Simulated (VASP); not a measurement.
# Y: single point with PBE

The system is Y.

```
CELL_PARAMETERS angstrom
-2.02275 2.02275 2.02275
2.02275 -2.02275 2.02275
2.02275 2.02275 -2.02275
ATOMIC_POSITIONS crystal
Y 0.00000 0.00000 0.00000
```

This isn't the form of Y at room conditions, which is hcp.

```yaml
Program: VASP 6.6.1
Task: single point
Functional: PBE
Potentials_or_basis: VASP PAW PBE potentials, release 64 (Y_sv)
Cutoff: 520 eV
k_mesh: 11 × 11 × 11
Occupations: fermi-dirac, width 0.1 eV
Spin: non-collinear spin, zero start, spin-orbit coupling
Starting_moments: "[[0.0, 0.0, 0.0]] μB"
```

```yaml
Pressure: -0.2 GPa
Net_moment: 0.00 μB per cell
Valence_electrons_inside_the_program's_atomic_spheres: Y 9.42
```

Moments on the atoms (μB; x, y, z):
```
Y   0.00 0.00 0.00
```

Run time: 51 s on 1 thread of AMD EPYC 9R45 96-Core Processor (Zen 5), on a shared host, peak memory 0.26 GiB.
